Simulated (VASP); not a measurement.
Here is a VASP 6.6.1 calculation.

INCAR

```
SYSTEM = LiB3Pt
PREC = Accurate ; ENCUT = 600
EDIFF = 1E-6 ; ISMEAR = 0
SIGMA = 0.1 ; LREAL = .False.
LASPH = .True. ; NELM = 60
ALGO = Normal ; ISIF = 3
LWAVE = .False. ; LCHARG = .False.
GGA = PE ; IBRION = 2
NSW = 90 ; EDIFFG = -0.04
```

The input KPOINTS:

```
Automatic mesh
0
Gamma
  6 6 6
  0 0 0
```

Contents of POSCAR:

```
LiB3Pt
1.0
    3.6231610300      0.0000000000      0.0000000000
    0.0000000000      3.6231610300      0.0000000000
    0.0000000000      0.0000000000      3.6231610300
Li B Pt
1 3 1
Direct
    0.0000000000      0.0000000000      0.0000000000
    0.5000000000      0.0000000000      0.0000000000
    0.0000000000      0.5000000000      0.0000000000
    0.0000000000      0.0000000000      0.5000000000
    0.5000000000      0.5000000000      0.5000000000
```

Potentials or basis: VASP PAW PBE potentials, release 64 (Li_sv, B, Pt).

Launch:

```console
$ cat potpaw_PBE.64/Li_sv/POTCAR potpaw_PBE.64/B/POTCAR potpaw_PBE.64/Pt/POTCAR > POTCAR
$ mpirun -np 1 vasp_std > vasp.out
```

Q: Predict the relaxed volume.

A: 9.90 Å³/atom.

Q: Predict the band gap on the k mesh.

A: Zero (bands 11 and 12 overlap by 1.10 eV).

Final structure:
```xyz
5
Lattice="3.6717 0.0000 0.0000 0.0000 3.6717 0.0000 0.0000 0.0000 3.6717" Properties=species:S:1:pos:R:3 pbc="T T T"
Li    0.0000    0.0000    0.0000
B     1.8358    0.0000    0.0000
B     0.0000    1.8358    0.0000
B     0.0000    0.0000    1.8358
Pt    1.8358    1.8358    1.8358
```

Caveat: the cutoff is under 1.25 times the usual one of these potentials, so pressure, stress and relaxed cells hold a basis-set (Pulay) error; spin-orbit coupling is left out, which moves the levels of the heavy elements.
